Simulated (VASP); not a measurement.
# Ir (I4/mmm) in VASP: single point with LDA

Aim: the single point of Ir with LDA.

Everything below comes from runs of VASP 6.6.1. Logs are shortened: lines on timing, memory, paths and dates and some standing lists are left out, and cuts for length are marked.

### Step 1. The cell of the first run

The structure is tetragonal, space group I4/mmm (No. 139). The conventional cell has a = 2.701 Å, b = 2.701 Å, c = 3.804 Å, α = 90.00°, β = 90.00°, γ = 90.00°. Ir (site symmetry 4/mmm) has 12 Ir at 2.70 Å within 3.6 Å.

### Step 2. Single point, LDA

INCAR

```
  ALGO = Normal
  EDIFF = 1E-6
  ENCUT = 560
  GGA = CA
  GGA_COMPAT = F
  ISIF = 2
  ISMEAR = 0
  LASPH = T
  LCHARG = F
  LREAL = F
  LWAVE = F
  NBANDS = 24
  NELM = 120
  PREC = Accurate
  SIGMA = 0.1
```

KPOINTS

```
k-points
0
Gamma
  9 9 18
```

POSCAR

```
Ir
1.0
    3.8197500149      0.0000000000      0.0000000001
    0.0000000000      3.8197500149      0.0000000000
   -1.9098750075      0.0000000000      1.9018307523
Ir
2
Direct
    0.0000000000      0.0000000000      0.0000000000
    0.5000000000      0.5000000000      0.0000000000
```

Potentials or basis: VASP PAW LDA potentials, release 64 (Ir_sv_GW).

Run with:

```
> cat potpaw_LDA.64/Ir_sv_GW/POTCAR > POTCAR
> mpirun -np 1 vasp_std > vasp.out
```

OUTCAR:

```text
EDIFF = 1E-6
   ENCUT = 560
   GGA = CA
   ISIF = 2
   ISMEAR = 0
   LASPH = T
   LREAL = F
   NELM = 120
   PREC = Accurate

 ion  position               nearest neighbor table
   1  0.000  0.000  0.000-   2 2.70   2 2.70   2 2.70   2 2.70   2 2.70   2 2.70   2 2.70   2 2.70

   2  0.500  0.500  0.000-   1 2.70   1 2.70   1 2.70   1 2.70   1 2.70   1 2.70   1 2.70   1 2.70

  LATTYP: Found a base centered orthorhombic cell.
 ALAT       =     3.8036615047
 B/A-ratio  =     1.0042297429
 C/A-ratio  =     1.0042297429

  Lattice vectors:

 A1 = (  -1.9098750075,   0.0000000000,   1.9018307523)
 A2 = (   1.9098750074,   0.0000000000,   1.9018307524)
 A3 = (   0.0000000000,   3.8197500149,   0.0000000000)

Analysis of symmetry for initial positions (statically):
=====================================================================
 Subroutine PRICEL returns following result:

  LATTYP: Found a body centered tetragonal cell.
 ALAT       =     2.7009711380
 C/A-ratio  =     1.4082569974

  Lattice vectors:

 A1 = (   0.0000000000,   1.9098750075,  -1.9018307524)
 A2 = (   0.0000000000,  -1.9098750074,  -1.9018307524)
 A3 = (  -1.9098750075,   0.0000000000,   1.9018307523)

   2 primitive cells build up your supercell.

 Routine SETGRP: Setting up the symmetry group for a
 base centered orthorhombic supercell.

 Subroutine GETGRP returns: Found  8 space group operations
 (whereof  8 operations were pure point group operations)
 out of a pool of  8 trial point group operations.

The static configuration has the point symmetry D_2h.

Analysis of symmetry for dynamics (positions and initial velocities):
=====================================================================
 Subroutine PRICEL returns following result:

  LATTYP: Found a body centered tetragonal cell.
 ALAT       =     2.7009711380
 C/A-ratio  =     1.4082569974

  Lattice vectors:

 A1 = (   0.0000000000,   1.9098750075,  -1.9018307524)
 A2 = (   0.0000000000,  -1.9098750074,  -1.9018307524)
 A3 = (  -1.9098750075,   0.0000000000,   1.9018307523)

   2 primitive cells build up your supercell.

 Routine SETGRP: Setting up the symmetry group for a
 base centered orthorhombic supercell.

 Subroutine GETGRP returns: Found  8 space group operations
 (whereof  8 operations were pure point group operations)
 out of a pool of  8 trial point group operations.

[... 91 lines left out ...]
   ICHARG =      2    charge: 1-file 2-atom 10-const
   ISPIN  =      1    spin polarized calculation?
   LNONCOLLINEAR =      F non collinear calculations
   LSORBIT =      F    spin-orbit coupling
   LASPH  =      T    aspherical Exc in radial PAW
   ENCUT  =  560.0 eV  41.16 Ry    6.42 a.u.   7.37  7.37  5.20*2*pi/ulx,y,z
   NELM   =    120;   NELMIN=  2; NELMDL= -5     # of ELM steps
   EDIFF  = 0.1E-05   stopping-criterion for ELM
   LREAL  =      F    real-space projection
   EDIFFG = 0.1E-04   stopping-criterion for IOM
   NSW    =      0    number of steps for IOM
   IBRION =     -1    ionic relax: 0-MD 1-quasi-New 2-CG
   NFREE  =      0    steps in history (QN), initial steepest desc. (CG)
   ISIF   =      2    stress and relaxation
   ISYM   =      2    0-nonsym 1-usesym 2-fastsym
   POTIM  = 0.5000    time-step for ionic-motion
   TEBEG  =    0.0;   TEEND  =   0.0 temperature during run
   PSTRESS=    0.0 pullay stress
   NELECT =      34.0000    total number of electrons
   NUPDOWN=      -1.0000    fix difference up-down
   EMIN   =  10.00;   EMAX   =-10.00  energy-range for DOS
   EFERMI =   0.00;   METHOD = LEGACY
   ISMEAR =     0;   SIGMA  =   0.10  broadening in eV -4-tet -1-fermi 0-gaus
   EFERMI_NEDOS =   21; number of points for ismear=-14 and -15
   IALGO  =     38    algorithm
   IMIX   =      4    mixing-type and parameters
     AMIX     =   0.40;   BMIX     =  1.00
     AMIX_MAG =   1.60;   BMIX_MAG =  1.00
  volume/ion in A,a.u.               =      13.87        93.63
  Fermi-wavevector in a.u.,A,eV,Ry     =   1.751811  3.310443 41.754122  3.068841
  Thomas-Fermi vector in A             =   2.822263
   LORBIT       =      0    0 simple, 1 ext, 2 COOP (PROOUT), +10 PAW based schemes
   GGA     = CA    functional components
   LHFCALC =     F    Hartree Fock is set to
   AEXX    =    0.0000 exact exchange contribution
   IVDW    =     0    specifies the selected vdW correction
   LEPSILON=     F    determine dielectric tensor
   LRPA    =     F    only Hartree local field effects (RPA)
 non-spin polarized calculation
 Gauss-broadening in eV      SIGMA  =   0.10
  energy-cutoff  :      560.00
  volume of cell :       27.75
 maximum number of plane-waves:       880
 NGX is ok and might be reduce to    30
   NGX = 15   NGY = 15   NGZ = 11

 number of electron      34.0000000 magnetization

 Free energy of the ion-electron system (eV)
  ---------------------------------------------------
  ext. energy  EPLUGINS =         0.00000000
  ---------------------------------------------------
  free energy    TOTEN  =       -21.82260255 eV

  energy without entropy =      -21.81413368  energy(sigma->0) =      -21.81836811

 E-fermi :  13.0498     XC(G=0): -14.9093

 val. band max:       13.0472245255   @ k =   0.2222   0.4444   0.1667
 cond. band min:      13.1217101104   @ k =   0.2222   0.2222   0.1111
 fundamental gap:      0.0744855848
 Fermi energy:        13.0498329814

 k-point     1 :       0.0000    0.0000    0.0000
  band No.  band energies     occupation
      1     -79.5614      2.00000
      2     -79.4652      2.00000
      3     -37.0128      2.00000
      4     -36.5206      2.00000
      5     -36.5174      2.00000
      6     -36.2052      2.00000
[... 637 lines left out ...]
     23      27.5943      0.00000
     24      27.6490      0.00000

 [... further k-points ...]

------------------------ aborting loop because EDIFF is reached ----------------------------------------

  FORCE on cell =-STRESS in cart. coord.  units (eV):
  Direction    XX          YY          ZZ          XY          YZ          ZX
  --------------------------------------------------------------------------------------
  -------------------------------------------------------------------------------------
  Total       -0.3636783     -0.3635637     -0.0677812      0.0000000      0.0000000     -0.0000000
  in kB      -20.9984022    -20.9917866     -3.9136143      0.0000000      0.0000000     -0.0000000
  external PRESSURE =     -15.3012677 kB  Pullay stress =       0.0000000 kB

 VOLUME and BASIS-vectors are now :
 -----------------------------------------------------------------------------
  energy-cutoff  :      560.00
  volume of cell :       27.75
      direct lattice vectors                 reciprocal lattice vectors
     3.819750015  0.000000000  0.000000000     0.261797237  0.000000000  0.262904572
     0.000000000  3.819750015  0.000000000     0.000000000  0.261797237  0.000000000
    -1.909875007  0.000000000  1.901830752    -0.000000000  0.000000000  0.525809144

 POSITION                                       TOTAL-FORCE (eV/Angst)
 -----------------------------------------------------------------------------------
      0.00000      0.00000      0.00000        -0.000000     -0.000000      0.000000
      1.90988      1.90988      0.00000         0.000000      0.000000     -0.000000
 -----------------------------------------------------------------------------------
    total drift:                                0.000000      0.000000     -0.000000

  FREE ENERGIE OF THE ION-ELECTRON SYSTEM (eV)
  ---------------------------------------------------
  free  energy   TOTEN  =       -21.8226025454 eV

  energy  without entropy=      -21.8141336775  energy(sigma->0) =      -21.81836811
```

OSZICAR:

```text
N       E                     dE             d eps       ncg     rms          rms(c)
DAV:   1     0.334517268987E+03    0.33452E+03   -0.25308E+04 12288   0.163E+03
DAV:   2    -0.160379595748E+02   -0.35056E+03   -0.33916E+03 14696   0.517E+02
DAV:   3    -0.242149145828E+02   -0.81770E+01   -0.81204E+01 14160   0.764E+01
DAV:   4    -0.242427351669E+02   -0.27821E-01   -0.27803E-01 13720   0.501E+00
DAV:   5    -0.242428475744E+02   -0.11241E-03   -0.11239E-03 14376   0.275E-01    0.101E+02
DAV:   6    -0.220390355282E+02    0.22038E+01   -0.38302E+00 13304   0.149E+01    0.531E+01
DAV:   7    -0.218632116456E+02    0.17582E+00   -0.11535E+00 14584   0.749E+00    0.108E+01
DAV:   8    -0.218240480779E+02    0.39164E-01   -0.15330E-01 13120   0.366E+00    0.145E+00
DAV:   9    -0.218230162750E+02    0.10318E-02   -0.27324E-03 14480   0.408E-01    0.914E-01
DAV:  10    -0.218226048414E+02    0.41143E-03   -0.70871E-04 13704   0.315E-01    0.510E-01
DAV:  11    -0.218226027541E+02    0.20874E-05   -0.86077E-06 14512   0.300E-02    0.105E-01
DAV:  12    -0.218226025454E+02    0.20870E-06   -0.60022E-07  8392   0.669E-03
   1 F= -.21822603E+02 E0= -.21818368E+02  d E =-.846887E-02
```

It took 2.3 min on 1 thread of Intel Xeon Platinum 8259CL at 2.50GHz (Skylake/Cascade Lake), shared host; peak memory 0.27 GiB.

Results:

```
Free energy            : -21.8226 eV
Pressure               : -1.5 GPa
Band gap on the k mesh : zero (bands 17 and 18 overlap by 3.06 eV)
```

Caveat: spin-orbit coupling is left out, which moves the levels of the heavy elements.

The gap in the log of VASP goes by the Fermi energy; the results here count the filled bands.